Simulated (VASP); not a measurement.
# Ag (Fm-3m) in VASP: further runs

Ag is run at these levels: PBEsol; tasks: relaxation of cell and atoms.

Everything below comes from runs of VASP 6.6.1. Logs are shortened: lines on timing, memory, paths and dates and some standing lists are left out, and cuts for length are marked.

## 1. The cell of the first run

It takes space group Fm-3m (No. 225, cubic). The conventional cell has a = 4.085 Å, b = 4.085 Å, c = 4.085 Å, α = 90.00°, β = 90.00°, γ = 90.00°. Within 3.8 Å of Ag (site symmetry m-3m) lie 12 Ag at 2.89 Å.

## 2. Relaxation of cell and atoms, PBEsol, target pressure 5 GPa, at which the enthalpy is minimised

Input file INCAR:

```
SYSTEM = Ag
PREC = Accurate
ENCUT = 600
EDIFF = 1E-6
ISMEAR = -1
SIGMA = 0.05
LREAL = .FALSE.
LASPH = .TRUE.
NELM = 100
ALGO = Normal
ISIF = 3
LWAVE = .FALSE.
LCHARG = .FALSE.
GGA = PS
IBRION = 2
NSW = 80
EDIFFG = -0.02
PSTRESS = 50.0
```

Input file KPOINTS:

```
Automatic mesh
0
G
  11 11 11
  0 0 0
```

Input file POSCAR:

```
Ag
1.0
    0.0000000000      2.0427500000      2.0427500000
    2.0427500000      0.0000000000      2.0427500000
    2.0427500000      2.0427500000      0.0000000000
Ag
1
Direct
    0.0000000000      0.0000000000      0.0000000000
```

Potentials or basis: VASP PAW PBE potentials, release 64 (Ag).

Command:

```console
$ cat potpaw_PBE.64/Ag/POTCAR > POTCAR
$ mpirun -np 1 vasp_std > vasp.out
```

OUTCAR:

```text
SYSTEM = Ag
   PREC = Accurate
   ENCUT = 600
   EDIFF = 1E-6
   ISMEAR = -1
   LREAL = .FALSE.
   LASPH = .TRUE.
   NELM = 100
   ISIF = 3
   GGA = PS
   IBRION = 2
   NSW = 80
   EDIFFG = -0.02
   PSTRESS = 50.0

 ion  position               nearest neighbor table
   1  0.000  0.000  0.000-

  LATTYP: Found a face centered cubic cell.
 ALAT       =     4.0855000000

  Lattice vectors:

 A1 = (   0.0000000000,   2.0427500000,   2.0427500000)
 A2 = (   2.0427500000,   0.0000000000,   2.0427500000)
 A3 = (   2.0427500000,   2.0427500000,   0.0000000000)

Analysis of symmetry for initial positions (statically):
=====================================================================
 Subroutine PRICEL returns:
 Original cell was already a primitive cell.

 Routine SETGRP: Setting up the symmetry group for a
 face centered cubic supercell.

 Subroutine GETGRP returns: Found 48 space group operations
 (whereof 48 operations were pure point group operations)
 out of a pool of 48 trial point group operations.

The static configuration has the point symmetry O_h .

Analysis of symmetry for dynamics (positions and initial velocities):
=====================================================================
 Subroutine PRICEL returns:
 Original cell was already a primitive cell.

 Routine SETGRP: Setting up the symmetry group for a
 face centered cubic supercell.

 Subroutine GETGRP returns: Found 48 space group operations
 (whereof 48 operations were pure point group operations)
 out of a pool of 48 trial point group operations.

The dynamic configuration has the point symmetry O_h .

 Subroutine INISYM returns: Found 48 space group operations
 (whereof 48 operations are pure point group operations),
 and found     1 'primitive' translations

----------------------------------------------------------------------------------------

                                     Primitive cell

  volume of cell :      17.0481

  direct lattice vectors                    reciprocal lattice vectors
     0.000000000  2.042750000  2.042750000    -0.244768082  0.244768082  0.244768082
     2.042750000  0.000000000  2.042750000     0.244768082 -0.244768082  0.244768082
     2.042750000  2.042750000  0.000000000     0.244768082  0.244768082 -0.244768082

  length of vectors
     2.888884755  2.888884755  2.888884755     0.423950755  0.423950755  0.423950755

  position of ions in fractional coordinates (direct lattice)
     0.000000000  0.000000000  0.000000000

  ion indices of the primitive-cell ions
   primitive index   ion index
                 1           1

----------------------------------------------------------------------------------------

 KPOINTS: Automatic mesh

Automatic generation of k-mesh.
 Grid dimensions read from file:
 generate k-points for:   11   11   11

 Generating k-lattice:

  Cartesian coordinates                     Fractional coordinates (reciprocal lattice)
    -0.022251644  0.022251644  0.022251644     0.090909091  0.000000000  0.000000000
     0.022251644 -0.022251644  0.022251644     0.000000000  0.090909091  0.000000000
     0.022251644  0.022251644 -0.022251644     0.000000000  0.000000000  0.090909091

  Length of vectors
     0.038540978  0.038540978  0.038540978

  Shift w.r.t. Gamma in fractional coordinates (k-lattice)
     0.000000000  0.000000000  0.000000000

 Subroutine IBZKPT returns following result:
 ===========================================

 Found     56 irreducible k-points:

 Following reciprocal coordinates:
            Coordinates               Weight
  0.000000  0.000000  0.000000      1.000000
  0.090909  0.000000  0.000000      8.000000
  0.181818  0.000000  0.000000      8.000000
  0.272727  0.000000  0.000000      8.000000
  0.363636  0.000000  0.000000      8.000000
  0.454545  0.000000  0.000000      8.000000
[... 16 lines left out ...]
 -0.272727  0.181818  0.000000     24.000000
 -0.181818  0.181818  0.000000     12.000000
 [... further k-points ...]
   k-points           NKPTS =     56   k-points in BZ     NKDIM =     56   number of bands    NBANDS=      9
   number of dos      NEDOS =    301   number of ions     NIONS =      1
   total plane-waves  NPLWV =  13824
   dimension x,y,z NGX =    24 NGY =   24 NGZ =   24
   dimension x,y,z NGXF=    48 NGYF=   48 NGZF=   48
   ions per type =               1
   NGX,Y,Z   is equivalent  to a cutoff of  13.81, 13.81, 13.81 a.u.
   NGXF,Y,Z  is equivalent  to a cutoff of  27.62, 27.62, 27.62 a.u.
 SYSTEM =  Ag
   PREC   = accura    normal or accurate (medium, high low for compatibility)
   ISTART =      0    job   : 0-new  1-cont  2-samecut
   ICHARG =      2    charge: 1-file 2-atom 10-const
   ISPIN  =      1    spin polarized calculation?
   LNONCOLLINEAR =      F non collinear calculations
   LSORBIT =      F    spin-orbit coupling
   LASPH  =      T    aspherical Exc in radial PAW
   ENCUT  =  600.0 eV  44.10 Ry    6.64 a.u.   5.77  5.77  5.77*2*pi/ulx,y,z
   NELM   =    100;   NELMIN=  2; NELMDL= -5     # of ELM steps
   EDIFF  = 0.1E-05   stopping-criterion for ELM
   LREAL  =      F    real-space projection
   EDIFFG = -.2E-01   stopping-criterion for IOM
   NSW    =     80    number of steps for IOM
   IBRION =      2    ionic relax: 0-MD 1-quasi-New 2-CG
   NFREE  =      1    steps in history (QN), initial steepest desc. (CG)
   ISIF   =      3    stress and relaxation
   ISYM   =      2    0-nonsym 1-usesym 2-fastsym
   POTIM  = 0.5000    time-step for ionic-motion
   TEBEG  =    0.0;   TEEND  =   0.0 temperature during run
   PSTRESS=   50.0 pullay stress
   NELECT =      11.0000    total number of electrons
   NUPDOWN=      -1.0000    fix difference up-down
   EMIN   =  10.00;   EMAX   =-10.00  energy-range for DOS
   EFERMI =   0.00;   METHOD = LEGACY
   ISMEAR =    -1;   SIGMA  =   0.05  broadening in eV -4-tet -1-fermi 0-gaus
   EFERMI_NEDOS =   21; number of points for ismear=-14 and -15
   IALGO  =     38    algorithm
   IMIX   =      4    mixing-type and parameters
     AMIX     =   0.40;   BMIX     =  1.00
     AMIX_MAG =   1.60;   BMIX_MAG =  1.00
  volume/ion in A,a.u.               =      17.05       115.05
  Fermi-wavevector in a.u.,A,eV,Ry     =   1.414644  2.673290 27.228221  2.001218
  Thomas-Fermi vector in A             =   2.536165
   LORBIT       =      0    0 simple, 1 ext, 2 COOP (PROOUT), +10 PAW based schemes
   GGA     = PS    functional components
   LHFCALC =     F    Hartree Fock is set to
   AEXX    =    0.0000 exact exchange contribution
   IVDW    =     0    specifies the selected vdW correction
   LEPSILON=     F    determine dielectric tensor
   LRPA    =     F    only Hartree local field effects (RPA)
 conjugate gradient relaxation of ions
 non-spin polarized calculation
  energy-cutoff  :      600.00
  volume of cell :       17.05
 maximum number of plane-waves:       578
   NGX = 11   NGY = 11   NGZ = 11

--------------------------------------- Ionic step        1  -------------------------------------------

 number of electron      10.9999999 magnetization

 Free energy of the ion-electron system (eV)
  ---------------------------------------------------
  ext. energy  EPLUGINS =         0.00000000
  ---------------------------------------------------
  free energy    TOTEN  =        -3.30977843 eV

  energy without entropy =       -3.30712252  energy(sigma->0) =       -3.30845048

------------------------ aborting loop because EDIFF is reached ----------------------------------------

  FORCE on cell =-STRESS in cart. coord.  units (eV):
  Direction    XX          YY          ZZ          XY          YZ          ZX
  --------------------------------------------------------------------------------------
  -------------------------------------------------------------------------------------
  Total       -0.3303138     -0.3303138     -0.3303138      0.0000000      0.0000000      0.0000000
  in kB      -31.0428552    -31.0428552    -31.0428552      0.0000000      0.0000000      0.0000000
  external PRESSURE =     -81.0428552 kB  Pullay stress =      50.0000000 kB
[... 22 lines left out ...]
  enthalpy is  TOTEN    =        -2.7777497143 eV   P V=        0.5320287177

--------------------------------------- Ionic step        2  -------------------------------------------

 number of electron      10.9999998 magnetization

 E-fermi :  10.2721     XC(G=0): -13.1913

 val. band max:       10.1460458395   @ k =  -0.4545   0.0909   0.0000
 cond. band min:      10.3683062098   @ k =   0.4545   0.3636   0.0000
 fundamental gap:      0.2222603703
 Fermi energy:        10.2721014259

 k-point     1 :       0.0000    0.0000    0.0000
  band No.  band energies     occupation
      1       1.3117      2.00000
      2       4.8475      2.00000
      3       4.8475      2.00000
      4       4.8475      2.00000
      5       6.1569      2.00000
      6       6.1569      2.00000
      7      26.3370      0.00000
      8      30.6712      0.00000
      9      30.6712      0.00000
[... 310 lines left out ...]
  enthalpy is  TOTEN    =        -2.7759457199 eV   P V=        0.4683528742

--------------------------------------- Ionic step        3  -------------------------------------------

 number of electron      11.0000002 magnetization

 Free energy of the ion-electron system (eV)
  ---------------------------------------------------
  ext. energy  EPLUGINS =         0.00000000
  ---------------------------------------------------
  free energy    TOTEN  =        -3.30577242 eV

  energy without entropy =       -3.30396500  energy(sigma->0) =       -3.30486871

 E-fermi :   9.3273     XC(G=0): -12.8031

 val. band max:        9.2437754079   @ k =  -0.4545   0.0909   0.0000
 cond. band min:       9.4026379490   @ k =   0.4545   0.3636   0.0000
 fundamental gap:      0.1588625411
 Fermi energy:         9.3273206500

 k-point     1 :       0.0000    0.0000    0.0000
  band No.  band energies     occupation
      1       0.8398      2.00000
      2       4.1363      2.00000
      3       4.1363      2.00000
      4       4.1363      2.00000
      5       5.3087      2.00000
      6       5.3087      2.00000
      7      25.2716      0.00000
      8      29.2277      0.00000
      9      29.2277      0.00000
[... 304 lines left out ...]
  FREE ENERGIE OF THE ION-ELECTRON SYSTEM (eV)
  ---------------------------------------------------
  free  energy   TOTEN  =        -3.3057724248 eV

  energy  without entropy=       -3.3039649999  energy(sigma->0) =       -3.30486871

  enthalpy is  TOTEN    =        -2.8069442443 eV   P V=        0.4988281805

 reached required accuracy - stopping structural energy minimisation
```

Wall time 32 s (1 thread of AMD EPYC 7R43 (Zen 3), shared host); peak memory 0.12 GiB.

What came out:

```yaml
Free_energy: -3.3058 eV
Relaxed_volume: 15.98 Å³/atom
Relaxed_cell: a = 2.827 Å, b = 2.827 Å, c = 2.827 Å, α = 60.00°, β = 60.00°, γ = 60.00°
Space_group_after_relaxing_to_0.05_Å: Fm-3m (No. 225)
Energy_change_on_relaxing_the_enthalpy_is_what_falls: +4.0 meV/atom
Ionic_steps: 3
Pressure_after_relaxing: 4.9 GPa
```

The path:
```csv
step,energy change (eV),largest force (eV/Å),pressure (GPa),volume (Å³)
1,0.0000,0.0000,-3.10,17.05
2,0.0655,0.0000,16.01,15.01
3,0.0040,0.0000,4.89,15.98
```

Final structure:
```
Ag
1.0
     0.00000    1.99934    1.99934
     1.99934    0.00000    1.99934
     1.99934    1.99934    0.00000
Ag
1
Direct
  0.00000 0.00000 0.00000
```

Caveat: the cell is relaxed towards a set pressure, so the enthalpy falls and the energy may rise; the PAW data sets were made with another functional, which shifts forces and pressure a little.

## 3. Relaxation of cell and atoms, PBEsol, target pressure 10 GPa, at which the enthalpy is minimised

Input file INCAR:

```
PREC     = Accurate       # precision mode
ENCUT    = 600            # plane-wave cutoff, eV
EDIFF    = 1E-7           # SCF threshold, eV
ISMEAR   = -1             # smearing method
SIGMA    = 0.05           # smearing width, eV
LREAL    = F              # projectors in reciprocal space
LASPH    = T              # aspherical terms in the spheres
NELM     = 100            # most SCF steps
ALGO     = Normal         # electronic algorithm
ISIF     = 3              # what is computed and relaxed
LWAVE    = F              # write WAVECAR
LCHARG   = F              # write CHGCAR
GGA      = PS             # functional
IBRION   = 2              # ionic algorithm
NSW      = 80             # ionic steps
EDIFFG   = -0.02          # ionic threshold
PSTRESS  = 100.0
```

Input file KPOINTS:

```
Automatic mesh
0
Gamma
  11 11 11
```

POSCAR is that of step 2.

Potentials or basis: VASP PAW PBE potentials, release 64 (Ag).

Command:

```console
$ cat potpaw_PBE.64/Ag/POTCAR > POTCAR
$ mpirun -np 1 vasp_std > vasp.out
```

OUTCAR:

```text
PREC = Accurate
   ENCUT = 600
   EDIFF = 1E-7
   ISMEAR = -1
   LREAL = F
   LASPH = T
   NELM = 100
   ISIF = 3
   GGA = PS
   IBRION = 2
   NSW = 80
   EDIFFG = -0.02
   PSTRESS = 100.0

 ion  position               nearest neighbor table
   1  0.000  0.000  0.000-

  LATTYP: Found a face centered cubic cell.
 ALAT       =     4.0855000000

  Lattice vectors:

 A1 = (   0.0000000000,   2.0427500000,   2.0427500000)
 A2 = (   2.0427500000,   0.0000000000,   2.0427500000)
 A3 = (   2.0427500000,   2.0427500000,   0.0000000000)

Analysis of symmetry for initial positions (statically):
=====================================================================
 Subroutine PRICEL returns:
 Original cell was already a primitive cell.

 Routine SETGRP: Setting up the symmetry group for a
 face centered cubic supercell.

 Subroutine GETGRP returns: Found 48 space group operations
[... 207 lines left out ...]
 Fermi energy:        11.6429160873

 k-point     1 :       0.0000    0.0000    0.0000
  band No.  band energies     occupation
      1       1.9895      2.00000
      2       5.8327      2.00000
      3       5.8327      2.00000
      4       5.8327      2.00000
      5       7.3410      2.00000
      6       7.3410      2.00000
      7      27.7644      0.00000
      8      32.5938      0.00000
      9      32.5938      0.00000
[... 349 lines left out ...]
--------------------------------------- Ionic step        4  -------------------------------------------

 number of electron      11.0000000 magnetization

 Free energy of the ion-electron system (eV)
  ---------------------------------------------------
  ext. energy  EPLUGINS =         0.00000000
  ---------------------------------------------------
  free energy    TOTEN  =        -3.28331541 eV

  energy without entropy =       -3.28173680  energy(sigma->0) =       -3.28252611

 E-fermi :   9.7833     XC(G=0): -12.9941

 val. band max:        9.6802092635   @ k =  -0.4545   0.0909   0.0000
 cond. band min:       9.8705795427   @ k =   0.4545   0.3636   0.0000
 fundamental gap:      0.1903702793
 Fermi energy:         9.7833447367

 k-point     1 :       0.0000    0.0000    0.0000
  band No.  band energies     occupation
      1       1.0676      2.00000
      2       4.4825      2.00000
      3       4.4825      2.00000
      4       4.4825      2.00000
      5       5.7210      2.00000
      6       5.7210      2.00000
      7      25.7942      0.00000
      8      29.9367      0.00000
      9      29.9367      0.00000
[... 308 lines left out ...]
  energy  without entropy=       -3.2817367984  energy(sigma->0) =       -3.28252611

  enthalpy is  TOTEN    =        -2.3162843859 eV   P V=        0.9670310274

 reached required accuracy - stopping structural energy minimisation
```

OSZICAR:

```text
N       E                     dE             d eps       ncg     rms          rms(c)
DAV:   1     0.511440501516E+02    0.51144E+02   -0.61495E+03  1016   0.124E+03
DAV:   2    -0.323060244702E+01   -0.54375E+02   -0.51905E+02  1036   0.227E+02
DAV:   3    -0.366393984301E+01   -0.43334E+00   -0.43319E+00  1169   0.250E+01
[... 31 lines left out ...]
DAV:   1    -0.328390086398E+01    0.13093E-02   -0.11235E-02  1022   0.132E+00    0.152E-01
DAV:   2    -0.328333198064E+01    0.56888E-03   -0.24108E-03  1016   0.543E-01    0.493E-02
DAV:   3    -0.328331698896E+01    0.14992E-04   -0.42823E-05  1037   0.664E-02    0.317E-02
DAV:   4    -0.328331543656E+01    0.15524E-05   -0.56309E-06  1058   0.228E-02    0.180E-03
DAV:   5    -0.328331541335E+01    0.23212E-07   -0.49488E-08   752   0.249E-03
   4 F= -.23162844E+01 E0= -.23154951E+01  d E =-.705634E-01
```

CONTCAR:

```text
Ag
   1.00000000000000
     0.0000000000000000    1.9786713485042140    1.9786713485042140
     1.9786713485042140    0.0000000000000000    1.9786713485042140
     1.9786713485042140    1.9786713485042140    0.0000000000000000
  Ag
     1
Direct
     0.0000000000000000    0.0000000000000000    0.0000000000000000

  0.00000000E+00  0.00000000E+00  0.00000000E+00
```

Run time: 41 s. Hardware: 1 thread of AMD EPYC 7R43 (Zen 3), shared host; peak memory 0.12 GiB.

What came out:

| Item | Value |
| --- | --- |
| Free energy | -3.2833 eV |
| Relaxed volume | 15.49 Å³/atom |
| Relaxed cell | a = 2.798 Å, b = 2.798 Å, c = 2.798 Å, α = 60.00°, β = 60.00°, γ = 60.00° |
| Space group after relaxing (to 0.05 Å) | Fm-3m (No. 225) |
| Energy change on relaxing (the enthalpy is what falls) | +26.5 meV/atom |
| Ionic steps | 4 |
| Pressure after relaxing | 9.9 GPa |

The path:
```tsv
step	energy change (eV)	largest force (eV/Å)	pressure (GPa)	volume (Å³)
1	0.0000	0.0000	-3.10	17.05
2	0.2518	0.0000	36.53	13.83
3	0.0246	0.0000	9.57	15.52
4	0.0265	0.0000	9.93	15.49
```

Final structure:
```
CELL_PARAMETERS angstrom
0.00000 1.97867 1.97867
1.97867 0.00000 1.97867
1.97867 1.97867 0.00000
ATOMIC_POSITIONS crystal
Ag 0.00000 0.00000 0.00000
```

Caveat: the cell is relaxed towards a set pressure, so the enthalpy falls and the energy may rise; the PAW data sets were made with another functional, which shifts forces and pressure a little.

## 4. Relaxation of cell and atoms, PBEsol, target pressure 20 GPa, at which the enthalpy is minimised

Input file INCAR:

```
SYSTEM = Ag
ALGO = Normal
EDIFF = 1E-7
EDIFFG = -0.02
ENCUT = 600
GGA = PS
IBRION = 2
ISIF = 3
ISMEAR = -1
LASPH = .TRUE.
LCHARG = .FALSE.
LREAL = .FALSE.
LWAVE = .FALSE.
NELM = 60
NSW = 80
PREC = Accurate
PSTRESS = 200.0
SIGMA = 0.05
```

Input file KPOINTS:

```
k-points
0
G
  11 11 11
  0 0 0
```

POSCAR is that of step 3.

Command:

```console
$ cat potpaw_PBE.64/Ag/POTCAR > POTCAR
$ mpirun -np 1 vasp_std > vasp.out
```

It took 46 s on 1 thread of AMD EPYC 7R43 (Zen 3), shared host; peak memory 0.12 GiB.

Results (log left out):

- Free energy: -3.2127 eV
- Relaxed volume: 14.73 Å³/atom
- Relaxed cell: a = 2.751 Å, b = 2.751 Å, c = 2.751 Å, α = 60.00°, β = 60.00°, γ = 60.00°
- Space group after relaxing (to 0.05 Å): Fm-3m (No. 225)
- Energy change on relaxing (the enthalpy is what falls): +97.1 meV/atom
- Ionic steps: 5
- Pressure after relaxing: 20.1 GPa

The path:
| step | energy change (eV) | largest force (eV/Å) | pressure (GPa) | volume (Å³) |
| --- | --- | --- | --- | --- |
| 1 | 0.0000 | 0.0000 | -3.10 | 17.05 |
| 2 | 1.1844 | 0.0000 | 113.18 | 11.67 |
| 3 | 0.0801 | 0.0000 | 17.94 | 14.87 |
| 4 | 0.0911 | 0.0000 | 19.29 | 14.78 |
| 5 | 0.0971 | 0.0000 | 20.06 | 14.73 |

Final structure:
```
CELL_PARAMETERS angstrom
0.00000 1.94545 1.94545
1.94545 0.00000 1.94545
1.94545 1.94545 0.00000
ATOMIC_POSITIONS crystal
Ag 0.00000 0.00000 0.00000
```

Levels at points of the mesh, in eV from the Fermi level:
```csv
k point,band 2,band 3,band 4,band 5,band 6,band 7,band 8,band 9
"(0.00, 0.00, 0.00)",-5.50,-5.50,-5.50,-4.15,-4.15,16.09,20.54,20.54
```

Caveat: the cell is relaxed towards a set pressure, so the enthalpy falls and the energy may rise; the PAW data sets were made with another functional, which shifts forces and pressure a little.

## 5. The runs side by side

```tsv
cell	gap on the mesh (eV)	pressure (GPa)
relaxed to 5 GPa	none	4.9
relaxed to 10 GPa	none	9.9
relaxed to 20 GPa	none	20.1
```

Alike in all rows: task relaxation of cell and atoms; level PBEsol; potentials or basis VASP PAW PBE potentials, release 64 (Ag); no spin polarisation; k mesh 11 × 11 × 11; cutoff (eV) 600; smearing fermi-dirac 0.05 eV.

Caveats: the cell is relaxed towards a set pressure, so the enthalpy falls and the energy may rise; the PAW data sets were made with another functional, which shifts forces and pressure a little.

Total energies depend on the potentials used, so only differences within one code and one set of settings carry meaning.
